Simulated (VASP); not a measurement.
Runs of VASP 6.6.1 on Si. Symmetry: P6_3/mmc, No. 194, hexagonal system. The conventional cell has a = 2.444 Å, b = 2.444 Å, c = 4.152 Å, α = 90.00°, β = 90.00°, γ = 120.00°. Si (site symmetry -6m2) has 12 Si at 2.44 to 2.51 Å within 3.2 Å. 

```tsv
level	potentials or basis	gap on the mesh (eV)	pressure (GPa)
PBEsol	VASP PAW PBE potentials, release 64 (Si)	none	(b)
revPBE	VASP PAW PBE potentials, release 64 (Si)	none	50.0
BLYP	VASP PAW PBE potentials, release 64 (Si)	none	59.1
LDA	VASP PAW LDA potentials, release 64 (Si)	none	42.3
RPBE	VASP PAW PBE potentials, release 64 (Si)	none	(a)
```

Alike in all rows: task single point; no spin polarisation; cell as given; k mesh 16 × 16 × 8; cutoff (eV) 520; smearing methfessel-paxton 0.15 eV.

**Question.** Estimate the missing entries.

**Answer.** (a) 50.4; (b) 45.8.

Caveats: the PAW data sets were made with another functional, which shifts forces and pressure a little (some runs).

A gap of «none» marks levels without a gap at the run's occupations.
